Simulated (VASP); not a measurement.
# Mg5CdTe6 (P-3m1) in VASP: single point with PBE

Aim: the single point of Mg5CdTe6 with PBE.

Program: VASP 6.6.1. These are calculated values, not measurements. Logs are shortened: lines on timing, memory, paths and dates and some standing lists are left out, and cuts for length are marked.

**1. The cell of the first run**

Symmetry: P-3m1, No. 164, trigonal system. Conventional cell: a = 4.257 Å, b = 4.257 Å, c = 20.742 Å, α = 90.00°, β = 90.00°, γ = 120.00°. Within 3.9 Å of Mg (site symmetry 3m) lie 6 Te at 3.00 Å and 2 Mg at 3.43 to 3.44 Å. Mg (site symmetry 3m) has 6 Te at 2.99 to 3.00 Å and 1 Mg at 3.44 Å and 1 Cd at 3.50 Å within 3.9 Å. Within 3.9 Å of Mg (site symmetry -3m) lie 6 Te at 3.00 Å and 2 Mg at 3.43 Å. Within 4.0 Å of Cd (site symmetry -3m) lie 6 Te at 3.05 Å and 2 Mg at 3.50 Å. Te (site symmetry 3m) has 3 Mg at 2.99 Å and 3 Cd at 3.05 Å within 3.9 Å. Te (site symmetry 3m) has 6 Mg at 3.00 Å within 3.9 Å. Within 3.9 Å of Te (site symmetry 3m) lie 6 Mg at 3.00 Å.

**2. Single point, PBE**

INCAR

```
  PREC = Accurate
  ENCUT = 520
  EDIFF = 1E-6
  ISMEAR = 0
  SIGMA = 0.1
  LREAL = False
  LASPH = True
  NELM = 60
  ALGO = Normal
  ISIF = 2
  LWAVE = False
  LCHARG = False
  GGA = PE
  NBANDS = 41
```

KPOINTS

```
regular mesh
0
Gamma
  6 6 1
```

POSCAR

```
Mg5CdTe6
1.0
    4.2573003000      0.0000000000      0.0000000000
   -2.1286501000      3.6869302000      0.0000000000
    0.0000000000      0.0000000000     20.7418842000
Mg Cd Te
5 1 6
Direct
    0.0000000000      0.0000000000      0.3345350000
    0.0000000000      0.0000000000      0.6654650000
    0.0000000000      0.0000000000      0.8311000000
    0.0000000000      0.0000000000      0.1689000000
    0.0000000000      0.0000000000      0.5000000000
    0.0000000000      0.0000000000      0.0000000000
    0.3333333000      0.6666667000      0.9127610000
    0.3333333000      0.6666667000      0.2518850000
    0.3333333000      0.6666667000      0.5827520000
    0.6666667000      0.3333333000      0.0872390000
    0.6666667000      0.3333333000      0.4172480000
    0.6666667000      0.3333333000      0.7481150000
```

Potentials or basis: VASP PAW PBE potentials, release 64 (Mg, Cd, Te).

Launch:

```console
$ cat potpaw_PBE.64/Mg/POTCAR potpaw_PBE.64/Cd/POTCAR potpaw_PBE.64/Te/POTCAR > POTCAR
$ mpirun -np 1 vasp_std > vasp.out
```

OUTCAR:

```text
PREC = Accurate
   ENCUT = 520
   EDIFF = 1E-6
   ISMEAR = 0
   LREAL = False
   LASPH = True
   NELM = 60
   ISIF = 2
   GGA = PE

 ion  position               nearest neighbor table
   1  0.000  0.000  0.335-   8 3.00   8 3.00   8 3.00  11 3.00  11 3.00  11 3.00   5 3.43   4 3.44

   2  0.000  0.000  0.665-  12 3.00  12 3.00  12 3.00   9 3.00   9 3.00   9 3.00   5 3.43   3 3.44

   3  0.000  0.000  0.831-   7 2.99   7 2.99   7 2.99  12 3.00  12 3.00  12 3.00   2 3.44   6 3.50

   4  0.000  0.000  0.169-  10 2.99  10 2.99  10 2.99   8 3.00   8 3.00   8 3.00   1 3.44   6 3.50

   5  0.000  0.000  0.500-   9 3.00  11 3.00   9 3.00  11 3.00  11 3.00   9 3.00   1 3.43   2 3.43

   6  0.000  0.000  0.000-   7 3.05  10 3.05   7 3.05  10 3.05  10 3.05   7 3.05   3 3.50   4 3.50

   7  0.333  0.667  0.913-   3 2.99   3 2.99   3 2.99   6 3.05   6 3.05   6 3.05
   8  0.333  0.667  0.252-   1 3.00   1 3.00   1 3.00   4 3.00   4 3.00   4 3.00
   9  0.333  0.667  0.583-   2 3.00   2 3.00   2 3.00   5 3.00   5 3.00   5 3.00
  10  0.667  0.333  0.087-   4 2.99   4 2.99   4 2.99   6 3.05   6 3.05   6 3.05
  11  0.667  0.333  0.417-   1 3.00   1 3.00   1 3.00   5 3.00   5 3.00   5 3.00
  12  0.667  0.333  0.748-   2 3.00   2 3.00   2 3.00   3 3.00   3 3.00   3 3.00

  LATTYP: Found a hexagonal cell.
 ALAT       =     4.2573003000
 C/A-ratio  =     4.8720744928

  Lattice vectors:

 A1 = (   4.2573003000,   0.0000000000,   0.0000000000)
 A2 = (  -2.1286501000,   3.6869302000,   0.0000000000)
 A3 = (   0.0000000000,   0.0000000000,  20.7418842000)

Analysis of symmetry for initial positions (statically):
=====================================================================
 Subroutine PRICEL returns:
 Original cell was already a primitive cell.

 Routine SETGRP: Setting up the symmetry group for a
 hexagonal supercell.

 Subroutine GETGRP returns: Found 12 space group operations
 (whereof 12 operations were pure point group operations)
 out of a pool of 24 trial point group operations.

The static configuration has the point symmetry D_3d.

Analysis of symmetry for dynamics (positions and initial velocities):
=====================================================================
 Subroutine PRICEL returns:
 Original cell was already a primitive cell.

 Routine SETGRP: Setting up the symmetry group for a
 hexagonal supercell.

 Subroutine GETGRP returns: Found 12 space group operations
 (whereof 12 operations were pure point group operations)
 out of a pool of 24 trial point group operations.

The dynamic configuration has the point symmetry D_3d.

 Subroutine INISYM returns: Found 12 space group operations
 (whereof 12 operations are pure point group operations),
 and found     1 'primitive' translations

----------------------------------------------------------------------------------------

                                     Primitive cell

  volume of cell :     325.5723

  direct lattice vectors                    reciprocal lattice vectors
     4.257300300  0.000000000  0.000000000     0.234890642  0.135614173  0.000000000
    -2.128650100  3.686930200  0.000000000     0.000000000  0.271228351  0.000000000
     0.000000000  0.000000000 20.741884200     0.000000000  0.000000000  0.048211628

  length of vectors
     4.257300300  4.257300265 20.741884200     0.271228349  0.271228351  0.048211628

  position of ions in fractional coordinates (direct lattice)
     0.000000000  0.000000000  0.334535000
     0.000000000  0.000000000  0.665465000
     0.000000000  0.000000000  0.831100000
     0.000000000  0.000000000  0.168900000
     0.000000000  0.000000000  0.500000000
     0.000000000  0.000000000  0.000000000
     0.333333300  0.666666700  0.912761000
     0.333333300  0.666666700  0.251885000
     0.333333300  0.666666700  0.582752000
     0.666666700  0.333333300  0.087239000
     0.666666700  0.333333300  0.417248000
     0.666666700  0.333333300  0.748115000

  ion indices of the primitive-cell ions
   primitive index   ion index
                 1           1
                 2           2
                 3           3
                 4           4
                 5           5
                 6           6
                 7           7
                 8           8
                 9           9
                10          10
                11          11
                12          12

----------------------------------------------------------------------------------------

 KPOINTS: regular mesh

Automatic generation of k-mesh.
 Grid dimensions read from file:
 generate k-points for:    6    6    1

 Generating k-lattice:

  Cartesian coordinates                     Fractional coordinates (reciprocal lattice)
     0.039148440  0.022602362  0.000000000     0.166666667 -0.000000000  0.000000000
     0.000000000  0.045204725  0.000000000     0.000000000  0.166666667  0.000000000
     0.000000000  0.000000000  0.048211628     0.000000000  0.000000000  1.000000000

  Length of vectors
     0.045204725  0.045204725  0.048211628

  Shift w.r.t. Gamma in fractional coordinates (k-lattice)
     0.000000000  0.000000000  0.000000000

 Subroutine IBZKPT returns following result:
 ===========================================

 Found      7 irreducible k-points:

 Following reciprocal coordinates:
            Coordinates               Weight
  0.000000  0.000000  0.000000      1.000000
  0.166667  0.000000  0.000000      6.000000
  0.333333  0.000000  0.000000      6.000000
  0.500000  0.000000  0.000000      3.000000
  0.166667  0.166667  0.000000      6.000000
  0.333333  0.166667  0.000000     12.000000
  0.333333  0.333333  0.000000      2.000000
   k-points           NKPTS =      7   k-points in BZ     NKDIM =      7   number of bands    NBANDS=     41
   number of dos      NEDOS =    301   number of ions     NIONS =     12
   total plane-waves  NPLWV = 163840
   dimension x,y,z NGX =    32 NGY =   32 NGZ =  160
   dimension x,y,z NGXF=    64 NGYF=   64 NGZF=  320
   ions per type =               5   1   6
   NGX,Y,Z   is equivalent  to a cutoff of  12.50, 12.50, 12.82 a.u.
   NGXF,Y,Z  is equivalent  to a cutoff of  24.99, 24.99, 25.65 a.u.
 SYSTEM =  unknown system
   PREC   = accura    normal or accurate (medium, high low for compatibility)
   ISTART =      0    job   : 0-new  1-cont  2-samecut
   ICHARG =      2    charge: 1-file 2-atom 10-const
   ISPIN  =      1    spin polarized calculation?
   LNONCOLLINEAR =      F non collinear calculations
   LSORBIT =      F    spin-orbit coupling
   LASPH  =      T    aspherical Exc in radial PAW
   ENCUT  =  520.0 eV  38.22 Ry    6.18 a.u.   7.92  7.92 38.57*2*pi/ulx,y,z
   NELM   =     60;   NELMIN=  2; NELMDL= -5     # of ELM steps
   EDIFF  = 0.1E-05   stopping-criterion for ELM
   LREAL  =      F    real-space projection
   EDIFFG = 0.1E-04   stopping-criterion for IOM
   NSW    =      0    number of steps for IOM
   IBRION =     -1    ionic relax: 0-MD 1-quasi-New 2-CG
   NFREE  =      0    steps in history (QN), initial steepest desc. (CG)
   ISIF   =      2    stress and relaxation
   ISYM   =      2    0-nonsym 1-usesym 2-fastsym
   POTIM  = 0.5000    time-step for ionic-motion
   TEBEG  =    0.0;   TEEND  =   0.0 temperature during run
   PSTRESS=    0.0 pullay stress
   NELECT =      58.0000    total number of electrons
   NUPDOWN=      -1.0000    fix difference up-down
   EMIN   =  10.00;   EMAX   =-10.00  energy-range for DOS
   EFERMI =   0.00;   METHOD = LEGACY
   ISMEAR =     0;   SIGMA  =   0.10  broadening in eV -4-tet -1-fermi 0-gaus
   EFERMI_NEDOS =   21; number of points for ismear=-14 and -15
   IALGO  =     38    algorithm
   IMIX   =      4    mixing-type and parameters
     AMIX     =   0.40;   BMIX     =  1.00
     AMIX_MAG =   1.60;   BMIX_MAG =  1.00
  volume/ion in A,a.u.               =      27.13       183.09
  Fermi-wavevector in a.u.,A,eV,Ry     =   0.921160  1.740740 11.545027  0.848536
  Thomas-Fermi vector in A             =   2.046546
   LORBIT       =      0    0 simple, 1 ext, 2 COOP (PROOUT), +10 PAW based schemes
   GGA     = PE    functional components
   LHFCALC =     F    Hartree Fock is set to
   AEXX    =    0.0000 exact exchange contribution
   IVDW    =     0    specifies the selected vdW correction
   LEPSILON=     F    determine dielectric tensor
   LRPA    =     F    only Hartree local field effects (RPA)
 non-spin polarized calculation
 Gauss-broadening in eV      SIGMA  =   0.10
  energy-cutoff  :      520.00
  volume of cell :      325.57
 maximum number of plane-waves:      8832
 NGX is ok and might be reduce to    32
   NGX = 15   NGY = 15   NGZ = 77

 number of electron      57.9999995 magnetization

 Free energy of the ion-electron system (eV)
  ---------------------------------------------------
  ext. energy  EPLUGINS =         0.00000000
  ---------------------------------------------------
  free energy    TOTEN  =       -35.84007452 eV

  energy without entropy =      -35.84002461  energy(sigma->0) =      -35.84004956

 E-fermi :   4.4955     XC(G=0):  -9.1040

 val. band max:        4.2644324493   @ k =   0.0000   0.0000   0.0000
 cond. band min:       4.7164601044   @ k =   0.3333   0.3333   0.0000
 fundamental gap:      0.4520276551
 Fermi energy:         4.4955427556

 k-point     1 :       0.0000    0.0000    0.0000
  band No.  band energies     occupation
      1      -7.0908      2.00000
      2      -6.8720      2.00000
      3      -6.8655      2.00000
      4      -6.3535      2.00000
      5      -6.3207      2.00000
      6      -5.9899      2.00000
[... 33 lines left out ...]
     40       9.4627      0.00000
     41       9.4833      0.00000

 k-point     2 :       0.1667    0.0000    0.0000
  band No.  band energies     occupation
      1      -6.8972      2.00000
      2      -6.6968      2.00000
      3      -6.6903      2.00000
      4      -6.2477      2.00000
      5      -6.1827      2.00000
      6      -5.9061      2.00000
[... 33 lines left out ...]
     40       9.4224      0.00000
     41       9.4893      0.00000

 k-point     3 :       0.3333    0.0000    0.0000
  band No.  band energies     occupation
      1      -6.4157      2.00000
      2      -6.3075      2.00000
      3      -6.2450      2.00000
      4      -6.0288      2.00000
      5      -5.8889      2.00000
      6      -5.7388      2.00000
[... 33 lines left out ...]
     40       9.1227      0.00000
     41       9.2436      0.00000

 k-point     4 :       0.5000    0.0000    0.0000
  band No.  band energies     occupation
      1      -6.1490      2.00000
      2      -6.0084      2.00000
      3      -5.9257      2.00000
      4      -5.8798      2.00000
      5      -5.7664      2.00000
      6      -5.7163      2.00000
[... 33 lines left out ...]
     40       8.6349      0.00000
     41       8.6662      0.00000

 k-point     5 :       0.1667    0.1667    0.0000
  band No.  band energies     occupation
      1      -6.5542      2.00000
      2      -6.4079      2.00000
      3      -6.3800      2.00000
      4      -6.0851      2.00000
      5      -5.9659      2.00000
      6      -5.7756      2.00000
[... 33 lines left out ...]
     40       9.0463      0.00000
     41       9.1574      0.00000

 k-point     6 :       0.3333    0.1667    0.0000
  band No.  band energies     occupation
      1      -6.1258      2.00000
      2      -6.0593      2.00000
      3      -5.9742      2.00000
      4      -5.8782      2.00000
      5      -5.7611      2.00000
      6      -5.6816      2.00000
[... 33 lines left out ...]
     40       8.9365      0.00000
     41       9.2899      0.00000

 k-point     7 :       0.3333    0.3333    0.0000
  band No.  band energies     occupation
      1      -5.9616      2.00000
      2      -5.9616      2.00000
      3      -5.7420      2.00000
      4      -5.7420      2.00000
      5      -5.7356      2.00000
      6      -5.7356      2.00000
[... 33 lines left out ...]
     40      10.3468      0.00000
     41      10.3509      0.00000

------------------------ aborting loop because EDIFF is reached ----------------------------------------

  FORCE on cell =-STRESS in cart. coord.  units (eV):
  Direction    XX          YY          ZZ          XY          YZ          ZX
  --------------------------------------------------------------------------------------
  -------------------------------------------------------------------------------------
  Total       -0.0461700     -0.0461700     -0.0921329     -0.0000000      0.0000000     -0.0000000
  in kB       -0.2272079     -0.2272079     -0.4533962     -0.0000000      0.0000000     -0.0000000
  external PRESSURE =      -0.3026040 kB  Pullay stress =       0.0000000 kB

 VOLUME and BASIS-vectors are now :
 -----------------------------------------------------------------------------
  energy-cutoff  :      520.00
  volume of cell :      325.57
      direct lattice vectors                 reciprocal lattice vectors
     4.257300300  0.000000000  0.000000000     0.234890642  0.135614173  0.000000000
    -2.128650100  3.686930200  0.000000000     0.000000000  0.271228351  0.000000000
     0.000000000  0.000000000 20.741884200     0.000000000  0.000000000  0.048211628

 POSITION                                       TOTAL-FORCE (eV/Angst)
 -----------------------------------------------------------------------------------
      0.00000      0.00000      6.93889         0.000000      0.000000      0.004642
      0.00000      0.00000     13.80300         0.000000     -0.000000     -0.004642
      0.00000      0.00000     17.23858         0.000000      0.000000      0.002569
      0.00000      0.00000      3.50330         0.000000      0.000000     -0.002569
      0.00000      0.00000     10.37094         0.000000      0.000000     -0.000000
      0.00000      0.00000      0.00000         0.000000      0.000000     -0.000000
     -0.00000      2.45795     18.93238        -0.000000      0.000000     -0.013533
     -0.00000      2.45795      5.22457        -0.000000      0.000000      0.002690
     -0.00000      2.45795     12.08737         0.000000      0.000000     -0.002052
      2.12865      1.22898      1.80950        -0.000000      0.000000      0.013533
      2.12865      1.22898      8.65451         0.000000     -0.000000      0.002052
      2.12865      1.22898     15.51731         0.000000      0.000000     -0.002690
 -----------------------------------------------------------------------------------
    total drift:                                0.000000      0.000000     -0.000000

  FREE ENERGIE OF THE ION-ELECTRON SYSTEM (eV)
  ---------------------------------------------------
  free  energy   TOTEN  =       -35.8400745163 eV

  energy  without entropy=      -35.8400246055  energy(sigma->0) =      -35.84004956
```

Wall time 1.8 min (1 thread of Intel Xeon Platinum 8259CL at 2.50GHz (Skylake/Cascade Lake), shared host); peak memory 0.44 GiB.

What came out:

```yaml
Free_energy: -35.8401 eV
Pressure: 0.0 GPa
Largest_force: 0.014 eV/Å
Band_gap_on_the_k_mesh: 0.45 eV (least direct gap 1.27 eV)
```

Forces in eV/Å, atoms in the order of the input:
```
Mg   0.000  0.000  0.005
Mg   0.000  0.000 -0.005
Mg   0.000  0.000  0.003
Mg   0.000  0.000 -0.003
Mg   0.000  0.000  0.000
Cd   0.000  0.000  0.000
Te   0.000  0.000 -0.014
Te   0.000  0.000  0.003
Te   0.000  0.000 -0.002
Te   0.000  0.000  0.014
Te   0.000  0.000  0.002
Te   0.000  0.000 -0.003
```

Caveat: semilocal functionals underestimate gaps, and a narrow one can read as zero; spin-orbit coupling is left out, which moves the levels of the heavy elements. A k mesh can miss the band edges.
